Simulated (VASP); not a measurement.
Here is a VASP 6.6.1 calculation.

POSCAR

```
GdTl3
1.0
    4.6900000000      0.0000000000      0.0000000000
    0.0000000000      4.6900000000      0.0000000000
    0.0000000000      0.0000000000      4.6900000000
Gd Tl
1 3
Direct
    0.0000000000      0.0000000000      0.0000000000
    0.0000000000      0.5000000000      0.5000000000
    0.5000000000      0.0000000000      0.5000000000
    0.5000000000      0.5000000000      0.0000000000
```

INCAR.step1

```
PREC = Accurate
ENCUT = 520
ISMEAR = -1
SIGMA = 0.05
LREAL = F
LASPH = T
NELM = 150
ISPIN = 2
MAGMOM = 7 0 0 0
LMAXMIX = 6
NBANDS = 40
GGA = PE
ALGO = Normal
EDIFF = 1E-4
LWAVE = T
LCHARG = F
```

Contents of INCAR.step2:

```
PREC = Accurate
ENCUT = 520
EDIFF = 1E-7
ISMEAR = -1
SIGMA = 0.05
LREAL = F
LASPH = T
NELM = 150
ALGO = Normal
ISIF = 2
LWAVE = F
LCHARG = F
ISPIN = 2
MAGMOM = 7 0 0 0
LORBIT = 11
LMAXMIX = 6
METAGGA = R2SCAN
LMIXTAU = T
NBANDS = 40
ISTART = 1
```

KPOINTS

```
regular mesh
0
Gamma
  6 6 6
```

Potentials or basis: VASP PAW PBE potentials, release 64 (Gd, Tl_d).

Run with:

```sh
$ cat potpaw_PBE.64/Gd/POTCAR potpaw_PBE.64/Tl_d/POTCAR > POTCAR
$ cp INCAR.step1 INCAR
$ mpirun -np 1 vasp_std > vasp.out
$ cp INCAR.step2 INCAR
$ mpirun -np 1 vasp_std > vasp.out
```

Task: Predict the site moments.

Result: Gd +6.87; Tl -0.01 μB.

Task: Estimate the pressure.

Result: 2.3 GPa.

Task: What does it give for the net moment?

Result: 7.21 μB per cell.

Caveat: the PAW data sets were made with another functional, which shifts forces and pressure a little. The state reached can hang on the start; a lower one may exist.
